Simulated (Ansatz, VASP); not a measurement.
One calculation of W, two programs

```
W
1.0
    -1.46952    1.46952    1.46952
     1.46952   -1.46952    1.46952
     1.46952    1.46952   -1.46952
W
1
Direct
  0.00000 0.00000 0.00000
```

Change from the starting cell: strain -0.080 along x and y, -0.080 along z, atoms carried along.

Alike in both runs: task single point; functional PBE; k mesh 20 × 20 × 20; occupations gaussian, width 0.15 eV; no spin polarisation.

```csv
,VASP,Ansatz
version,VASP 6.6.1,Ansatz 0.2.0
potentials or method,"VASP PAW PBE potentials, release 64 (W_sv), cutoff 520 eV","scalar-relativistic, plane waves, PAW"
valence electrons in the cell,14,14
```

|  | VASP | Ansatz | Ansatz less VASP |
| --- | --- | --- | --- |
| gap on the k mesh at the Fermi level (eV) | none | none | - |
| pressure (GPa) | 121.2 | 118.5 | -2.72 |

A gap of «none» marks a metal or a gap that the smearing closes. Both programs put the cell under a high pressure, so it lies far from rest at this level.

Spin-orbit coupling is off throughout. Noted on VASP's run: the cell as given lies far from equilibrium.
